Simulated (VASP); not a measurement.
# RbNa2 (P4/mmm) in VASP: further runs

Runs on RbNa2. Level: PBE. Tasks: single point.

Program: VASP 6.6.1. These are calculated values, not measurements. Logs are shortened: lines on timing, memory, paths and dates and some standing lists are left out, and cuts for length are marked.

## Step 1: The cell of the first run

The structure is tetragonal, space group P4/mmm (No. 123). The conventional cell has a = 3.327 Å, b = 3.327 Å, c = 6.897 Å, α = 90.00°, β = 90.00°, γ = 90.00°. Rb (site symmetry 4/mmm) has 8 Na at 3.06 Å and 4 Rb at 3.33 Å within 4.0 Å. Na (site symmetry 4mm) has 5 Na at 2.97 to 3.33 Å and 4 Rb at 3.06 Å within 3.9 Å.

## Step 2: Single point, PBE

Input file INCAR:

```
SYSTEM = RbNa2
PREC     = Accurate       ! precision mode
ENCUT    = 520            ! plane-wave cutoff, eV
EDIFF    = 1E-6           ! SCF threshold, eV
ISMEAR   = 0              ! smearing method
SIGMA    = 0.1            ! smearing width, eV
LREAL    = .False.        ! projectors in reciprocal space
LASPH    = .True.         ! aspherical terms in the spheres
NELM     = 80             ! most SCF steps
ALGO     = Fast           ! electronic algorithm
ISIF     = 2              ! what is computed and relaxed
LWAVE    = .False.        ! write WAVECAR
LCHARG   = .False.        ! write CHGCAR
GGA      = PE             ! functional
NBANDS   = 18             ! bands
```

Input file KPOINTS:

```
Automatic mesh
0
Gamma
  6 6 4
  0 0 0
```

Input file POSCAR:

```
RbNa2
1.0
    3.3269174300      0.0000000000      0.0000000000
    0.0000000000      3.3269174300      0.0000000000
    0.0000000000      0.0000000000      6.8968310300
Rb Na
1 2
Direct
    0.0000000000      0.0000000000      0.0000000000
    0.5000000000      0.5000000000      0.2843227100
    0.5000000000      0.5000000000      0.7156772900
```

Potentials or basis: VASP PAW PBE potentials, release 64 (Rb_sv, Na_pv).

The run is started by

```sh
$ cat potpaw_PBE.64/Rb_sv/POTCAR potpaw_PBE.64/Na_pv/POTCAR > POTCAR
$ mpirun -np 1 vasp_std > vasp.out
```

OUTCAR:

```text
SYSTEM = RbNa2
   PREC = Accurate
   ENCUT = 520
   EDIFF = 1E-6
   ISMEAR = 0
   LREAL = .False.
   LASPH = .True.
   NELM = 80
   ISIF = 2
   GGA = PE

 ion  position               nearest neighbor table
   1  0.000  0.000  0.000-   2 3.06   3 3.06   2 3.06   3 3.06   2 3.06   3 3.06   2 3.06   3 3.06

   2  0.500  0.500  0.284-   1 3.06   1 3.06   1 3.06   1 3.06
   3  0.500  0.500  0.716-   1 3.06   1 3.06   1 3.06   1 3.06

  LATTYP: Found a simple tetragonal cell.
 ALAT       =     3.3269174300
 C/A-ratio  =     2.0730394352

  Lattice vectors:

 A1 = (   3.3269174300,   0.0000000000,   0.0000000000)
 A2 = (   0.0000000000,   3.3269174300,   0.0000000000)
 A3 = (   0.0000000000,   0.0000000000,   6.8968310300)

Analysis of symmetry for initial positions (statically):
=====================================================================
 Subroutine PRICEL returns:
 Original cell was already a primitive cell.

 Routine SETGRP: Setting up the symmetry group for a
 simple tetragonal supercell.

 Subroutine GETGRP returns: Found 16 space group operations
 (whereof 16 operations were pure point group operations)
 out of a pool of 16 trial point group operations.

The static configuration has the point symmetry D_4h.

Analysis of symmetry for dynamics (positions and initial velocities):
=====================================================================
 Subroutine PRICEL returns:
 Original cell was already a primitive cell.

 Routine SETGRP: Setting up the symmetry group for a
 simple tetragonal supercell.

 Subroutine GETGRP returns: Found 16 space group operations
 (whereof 16 operations were pure point group operations)
 out of a pool of 16 trial point group operations.

The dynamic configuration has the point symmetry D_4h.

 Subroutine INISYM returns: Found 16 space group operations
 (whereof 16 operations are pure point group operations),
 and found     1 'primitive' translations

----------------------------------------------------------------------------------------

                                     Primitive cell

  volume of cell :      76.3367

  direct lattice vectors                    reciprocal lattice vectors
     3.326917430  0.000000000  0.000000000     0.300578545  0.000000000  0.000000000
     0.000000000  3.326917430  0.000000000     0.000000000  0.300578545  0.000000000
     0.000000000  0.000000000  6.896831030     0.000000000  0.000000000  0.144994128

  length of vectors
     3.326917430  3.326917430  6.896831030     0.300578545  0.300578545  0.144994128

  position of ions in fractional coordinates (direct lattice)
     0.000000000  0.000000000  0.000000000
     0.500000000  0.500000000  0.284322710
     0.500000000  0.500000000  0.715677290

  ion indices of the primitive-cell ions
   primitive index   ion index
                 1           1
                 2           2
                 3           3

----------------------------------------------------------------------------------------

 KPOINTS: Automatic mesh

Automatic generation of k-mesh.
 Grid dimensions read from file:
 generate k-points for:    6    6    4

 Generating k-lattice:

  Cartesian coordinates                     Fractional coordinates (reciprocal lattice)
     0.050096424  0.000000000  0.000000000     0.166666667  0.000000000  0.000000000
     0.000000000  0.050096424  0.000000000     0.000000000  0.166666667  0.000000000
     0.000000000  0.000000000  0.036248532     0.000000000  0.000000000  0.250000000

  Length of vectors
     0.050096424  0.050096424  0.036248532

  Shift w.r.t. Gamma in fractional coordinates (k-lattice)
     0.000000000  0.000000000  0.000000000

 Subroutine IBZKPT returns following result:
 ===========================================

 Found     30 irreducible k-points:

 Following reciprocal coordinates:
            Coordinates               Weight
  0.000000  0.000000  0.000000      1.000000
  0.166667  0.000000  0.000000      4.000000
  0.333333  0.000000  0.000000      4.000000
  0.500000  0.000000  0.000000      2.000000
  0.166667  0.166667  0.000000      4.000000
  0.333333  0.166667  0.000000      8.000000
[... 16 lines left out ...]
  0.333333  0.000000  0.500000      4.000000
  0.500000  0.000000  0.500000      2.000000
 [... further k-points ...]
   k-points           NKPTS =     30   k-points in BZ     NKDIM =     30   number of bands    NBANDS=     18
   number of dos      NEDOS =    301   number of ions     NIONS =      3
   total plane-waves  NPLWV =  42336
   dimension x,y,z NGX =    28 NGY =   28 NGZ =   54
   dimension x,y,z NGXF=    56 NGYF=   56 NGZF=  108
   ions per type =               1   2
   NGX,Y,Z   is equivalent  to a cutoff of  13.99, 13.99, 13.02 a.u.
   NGXF,Y,Z  is equivalent  to a cutoff of  27.98, 27.98, 26.03 a.u.
 SYSTEM =  RbNa2
   PREC   = accura    normal or accurate (medium, high low for compatibility)
   ISTART =      0    job   : 0-new  1-cont  2-samecut
   ICHARG =      2    charge: 1-file 2-atom 10-const
   ISPIN  =      1    spin polarized calculation?
   LNONCOLLINEAR =      F non collinear calculations
   LSORBIT =      F    spin-orbit coupling
   LASPH  =      T    aspherical Exc in radial PAW
   ENCUT  =  520.0 eV  38.22 Ry    6.18 a.u.   6.19  6.19 12.82*2*pi/ulx,y,z
   NELM   =     80;   NELMIN=  2; NELMDL= -5     # of ELM steps
   EDIFF  = 0.1E-05   stopping-criterion for ELM
   LREAL  =      F    real-space projection
   EDIFFG = 0.1E-04   stopping-criterion for IOM
   NSW    =      0    number of steps for IOM
   IBRION =     -1    ionic relax: 0-MD 1-quasi-New 2-CG
   NFREE  =      0    steps in history (QN), initial steepest desc. (CG)
   ISIF   =      2    stress and relaxation
   ISYM   =      2    0-nonsym 1-usesym 2-fastsym
   POTIM  = 0.5000    time-step for ionic-motion
   TEBEG  =    0.0;   TEEND  =   0.0 temperature during run
   PSTRESS=    0.0 pullay stress
   NELECT =      23.0000    total number of electrons
   NUPDOWN=      -1.0000    fix difference up-down
   EMIN   =  10.00;   EMAX   =-10.00  energy-range for DOS
   EFERMI =   0.00;   METHOD = LEGACY
   ISMEAR =     0;   SIGMA  =   0.10  broadening in eV -4-tet -1-fermi 0-gaus
   EFERMI_NEDOS =   21; number of points for ismear=-14 and -15
   IALGO  =     68    algorithm
   IMIX   =      4    mixing-type and parameters
     AMIX     =   0.40;   BMIX     =  1.00
     AMIX_MAG =   1.60;   BMIX_MAG =  1.00
  volume/ion in A,a.u.               =      25.45       171.72
  Fermi-wavevector in a.u.,A,eV,Ry     =   1.097504  2.073982 16.388431  1.204516
  Thomas-Fermi vector in A             =   2.233865
   LORBIT       =      0    0 simple, 1 ext, 2 COOP (PROOUT), +10 PAW based schemes
   GGA     = PE    functional components
   LHFCALC =     F    Hartree Fock is set to
   AEXX    =    0.0000 exact exchange contribution
   IVDW    =     0    specifies the selected vdW correction
   LEPSILON=     F    determine dielectric tensor
   LRPA    =     F    only Hartree local field effects (RPA)
 non-spin polarized calculation
 RMM-DIIS sequential band-by-band and
 Gauss-broadening in eV      SIGMA  =   0.10
  energy-cutoff  :      520.00
  volume of cell :       76.34
 maximum number of plane-waves:      2080
 NGX is ok and might be reduce to    28
   NGX = 13   NGY = 13   NGZ = 25

 number of electron      22.9999991 magnetization

 Free energy of the ion-electron system (eV)
  ---------------------------------------------------
  ext. energy  EPLUGINS =         0.00000000
  ---------------------------------------------------
  free energy    TOTEN  =        -0.18083140 eV

  energy without entropy =       -0.17106037  energy(sigma->0) =       -0.17594588

 E-fermi :   3.0148     XC(G=0):  -8.2916

 val. band max:        2.9113822335   @ k =   0.5000   0.0000   0.0000
 cond. band min:       3.0148834849   @ k =   0.3333   0.1667   0.2500
 fundamental gap:      0.1035012513
 Fermi energy:         3.0147696588

 k-point     1 :       0.0000    0.0000    0.0000
  band No.  band energies     occupation
      1     -26.4173      2.00000
      2     -22.4323      2.00000
      3     -22.3637      2.00000
      4     -22.3637      2.00000
      5     -22.3635      2.00000
      6     -22.3545      2.00000
[... 10 lines left out ...]
     17       9.1301      0.00000
     18      10.9866      0.00000

 k-point     2 :       0.1667    0.0000    0.0000
  band No.  band energies     occupation
      1     -26.3670      2.00000
      2     -22.4351      2.00000
      3     -22.3773      2.00000
      4     -22.3722      2.00000
      5     -22.3621      2.00000
      6     -22.3606      2.00000
[... 10 lines left out ...]
     17       9.3098      0.00000
     18       9.5733      0.00000

 k-point     3 :       0.3333    0.0000    0.0000
  band No.  band energies     occupation
      1     -26.2635      2.00000
      2     -22.4407      2.00000
      3     -22.4053      2.00000
      4     -22.4046      2.00000
      5     -22.3587      2.00000
      6     -22.3569      2.00000
[... 10 lines left out ...]
     17       8.3537      0.00000
     18       8.6289      0.00000

 k-point     4 :       0.5000    0.0000    0.0000
  band No.  band energies     occupation
      1     -26.2102      2.00000
      2     -22.4425      2.00000
      3     -22.4219      2.00000
      4     -22.4193      2.00000
      5     -22.3570      2.00000
      6     -22.3549      2.00000
[... 375 lines left out ...]
      4     -22.3707      2.00000
      5     -22.3609      2.00000
      6     -22.3555      2.00000
[... 10 lines left out ...]
     17       9.2304      0.00000
     18      10.3596      0.00000

 k-point    23 :       0.3333    0.0000    0.5000
  band No.  band energies     occupation
      1     -26.2634      2.00000
      2     -22.4337      2.00000
      3     -22.4152      2.00000
      4     -22.3963      2.00000
      5     -22.3626      2.00000
      6     -22.3579      2.00000
[... 10 lines left out ...]
     17       8.6306      0.00000
     18       9.6769      0.00000

 k-point    24 :       0.5000    0.0000    0.5000
  band No.  band energies     occupation
      1     -26.2101      2.00000
      2     -22.4328      2.00000
      3     -22.4309      2.00000
      4     -22.4084      2.00000
      5     -22.3668      2.00000
      6     -22.3563      2.00000
[... 10 lines left out ...]
     17       8.0080      0.00000
     18       8.8765      0.00000

 [... further k-points ...]

------------------------ aborting loop because EDIFF is reached ----------------------------------------

  FORCE on cell =-STRESS in cart. coord.  units (eV):
  Direction    XX          YY          ZZ          XY          YZ          ZX
  --------------------------------------------------------------------------------------
  -------------------------------------------------------------------------------------
  Total        7.4315048      7.4315048      7.0254616      0.0000000      0.0000000     -0.0000000
  in kB      155.9745394    155.9745394    147.4523904      0.0000000      0.0000000     -0.0000000
  external PRESSURE =     153.1338230 kB  Pullay stress =       0.0000000 kB

 VOLUME and BASIS-vectors are now :
 -----------------------------------------------------------------------------
  energy-cutoff  :      520.00
  volume of cell :       76.34
      direct lattice vectors                 reciprocal lattice vectors
     3.326917430  0.000000000  0.000000000     0.300578545  0.000000000  0.000000000
     0.000000000  3.326917430  0.000000000     0.000000000  0.300578545  0.000000000
     0.000000000  0.000000000  6.896831030     0.000000000  0.000000000  0.144994128

 POSITION                                       TOTAL-FORCE (eV/Angst)
 -----------------------------------------------------------------------------------
      0.00000      0.00000      0.00000        -0.000000     -0.000000      0.000000
      1.66346      1.66346      1.96093         0.000000      0.000000      1.565692
      1.66346      1.66346      4.93591        -0.000000      0.000000     -1.565692
 -----------------------------------------------------------------------------------
    total drift:                                0.000000      0.000000      0.000000

  FREE ENERGIE OF THE ION-ELECTRON SYSTEM (eV)
  ---------------------------------------------------
  free  energy   TOTEN  =        -0.1808313959 eV

  energy  without entropy=       -0.1710603717  energy(sigma->0) =       -0.17594588
```

Run time: 28 s. Hardware: 1 thread of Intel Xeon 6975P-C (Granite Rapids), shared host; peak memory 0.21 GiB.

Results:

| Property | Result |
| --- | --- |
| Free energy | -0.1808 eV |
| Pressure | 15.3 GPa |
| Largest force | 1.566 eV/Å |

Forces on the atoms (eV/Å):
```
Rb   0.000  0.000  0.000
Na   0.000  0.000  1.566
Na   0.000  0.000 -1.566
```

Levels at points of the mesh, in eV from the Fermi level:
```
           k point  band 8  band 9  band 10  band 11  band 12  band 13  band 14  band 15
(0.00, 0.00, 0.00)  -13.77  -12.75   -12.75    -3.80    -0.99     0.21     1.53     3.56
(0.50, 0.00, 0.00)  -14.51  -13.46   -12.57    -0.67    -0.10     0.33     1.76     3.03
(0.50, 0.50, 0.00)  -14.17  -14.17   -13.22    -1.13     1.38     1.38     2.24     2.99
(0.00, 0.00, 0.50)  -13.78  -12.75   -12.75    -2.80    -2.69     0.62     1.54     4.02
(0.50, 0.00, 0.50)  -14.51  -13.46   -12.57    -0.82     0.25     0.41     1.85     2.73
(0.50, 0.50, 0.50)  -14.17  -14.17   -13.22    -1.10     1.05     1.05     3.32     3.68
```

Caveat: forces of over 1 eV/Å act on the atoms, so gaps and moduli don't describe the material at rest.

## Step 3: Single point, PBE

This run uses another cell than the first one, of 57.15 Å³/atom, 2.246 times its volume.

Input file INCAR:

```
PREC = Accurate
ENCUT = 520
EDIFF = 1E-6
ISMEAR = 0
SIGMA = 0.1
LREAL = False
LASPH = True
NELM = 100
ALGO = Fast
ISIF = 2
LWAVE = False
LCHARG = False
GGA = PE
NBANDS = 18
```

Input file KPOINTS:

```
regular mesh
0
Gamma
  6 6 4
```

Input file POSCAR:

```
RbNa2
1.0
    4.1736137171      0.0000000000      0.0000000000
    0.0000000000      4.1736137171      0.0000000000
    0.0000000000      0.0000000000      9.8424466792
Rb Na
1 2
Direct
    0.0000000000      0.0000000000      0.0000000000
    0.5000000000      0.5000000000      0.3288720573
    0.5000000000      0.5000000000      0.6711279427
```

Potentials or basis: VASP PAW PBE potentials, release 64 (Rb_sv, Na_pv).

The run is started by

```sh
$ cat potpaw_PBE.64/Rb_sv/POTCAR potpaw_PBE.64/Na_pv/POTCAR > POTCAR
$ mpirun -np 1 vasp_std > vasp.out
```

Wall time 40 s (1 thread of Intel Xeon 6975P-C (Granite Rapids), shared host); peak memory 0.3 GiB.

It converged, with:

| Property | Result |
| --- | --- |
| Free energy | -3.1472 eV |
| Pressure | 0.1 GPa |

Stress tensor (GPa, compression positive):
```
0.01 0.00 0.00
0.00 0.01 0.00
0.00 0.00 0.17
```

Levels at points of the mesh, in eV from the Fermi level:
```tsv
k point	band 9	band 10	band 11	band 12	band 13	band 14	band 15	band 16
(0.00, 0.00, 0.00)	-12.73	-12.73	-2.48	-0.87	-0.75	2.54	2.71	3.94
(0.50, 0.00, 0.00)	-12.79	-12.71	-0.30	-0.13	0.41	1.39	1.45	1.64
(0.50, 0.50, 0.00)	-12.99	-12.75	0.59	1.89	1.89	2.00	2.00	2.33
(0.00, 0.00, 0.50)	-12.73	-12.73	-2.08	-2.01	0.87	1.12	2.72	4.87
(0.50, 0.00, 0.50)	-12.79	-12.71	-0.29	0.26	0.28	0.36	1.84	2.72
(0.50, 0.50, 0.50)	-12.99	-12.75	0.64	1.61	1.61	2.10	2.52	2.52
```
